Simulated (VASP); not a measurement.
Runs of VASP 6.6.1 on MgI2. The structure is that of space group P-3m1 (No. 164), or close to it. The cells are those of the table. 

| cell | gap on the mesh (eV) | pressure (GPa) | largest force (eV/Å) |
| --- | --- | --- | --- |
| a = 3.966, b = 3.966, c = 6.505 Å, angles 90.0, 90.0, 120.0°, 3 atoms | 3.27 | 5.8 | 1.20 |
| a = 4.149, b = 4.149, c = 6.805 Å, angles 90.0, 90.0, 120.0°, 3 atoms | 3.31 | 0.8 | 0.58 |
| a = 4.004, b = 4.004, c = 6.567 Å, angles 90.0, 90.0, 120.0°, 3 atoms | 3.31 | (b) | 0.04 |
| a = 4.041, b = 4.041, c = 6.629 Å, angles 90.0, 90.0, 120.0°, 3 atoms | 3.03 | -1.2 | 0.74 |
| a = 4.183, b = 4.183, c = 6.862 Å, angles 90.0, 90.0, 120.0°, 3 atoms | 3.32 | -0.9 | (a) |
| a = 4.077, b = 4.077, c = 6.689 Å, angles 90.0, 90.0, 120.0°, 3 atoms | 3.33 | 0.8 | 0.28 |

Alike in all rows: task single point; level LDA; potentials or basis VASP PAW LDA potentials, release 64 (Mg, I); no spin polarisation; k mesh 6 × 6 × 4; cutoff (eV) 520; smearing gaussian 0.05 eV.

Q: Estimate the missing entries.

A: (a) 0.15; (b) 1.2.

Caveats: spin-orbit coupling is left out, which moves the levels of the heavy elements; forces of over 1 eV/Å act on the atoms, so gaps and moduli don't describe the material at rest (some runs).

A k mesh can miss the band edges, and the runs leave out spin-orbit coupling on I.
